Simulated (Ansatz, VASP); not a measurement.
**TaRu: VASP beside Ansatz**

```
Ta Ru
1.0
     3.11288    0.00000    0.00000
     0.00000    3.11288    0.00000
     0.00000    0.00000    3.45547
Ta Ru
1 1
Direct
  0.50000 0.50000 0.50000
  0.00000 0.00000 0.00000
```

Change from the starting cell: volume scaled by 1.06, crystal datasets.

Alike in both runs: task electric field gradients; functional LDA; k mesh 11 × 11 × 10; occupations fermi-dirac, width 0.05 eV; no spin polarisation.

```csv
,VASP,Ansatz
version,VASP 6.6.1,Ansatz 0.2.0
potentials or method,"VASP PAW LDA potentials, release 64 (Ta_pv, Ru_pv), cutoff 520 eV","all-electron PAW with datasets made for the crystal, scalar-relativistic"
```

```csv
,VASP,Ansatz,Ansatz less VASP
pressure (GPa),-22.1,-22.6,-0.54
"traceless stress, the component that is largest in VASP (GPa)",1.17,1.27,+0.105
size of Vzz on the site where it differs most (V/Å²),14.6,6.8,-7.71
```

LDA's correlation is that of Perdew and Zunger in VASP and of Perdew and Wang (1992) in Ansatz. Ansatz ran all-electron here, and VASP with PAW potentials.

Spin-orbit coupling is off throughout.
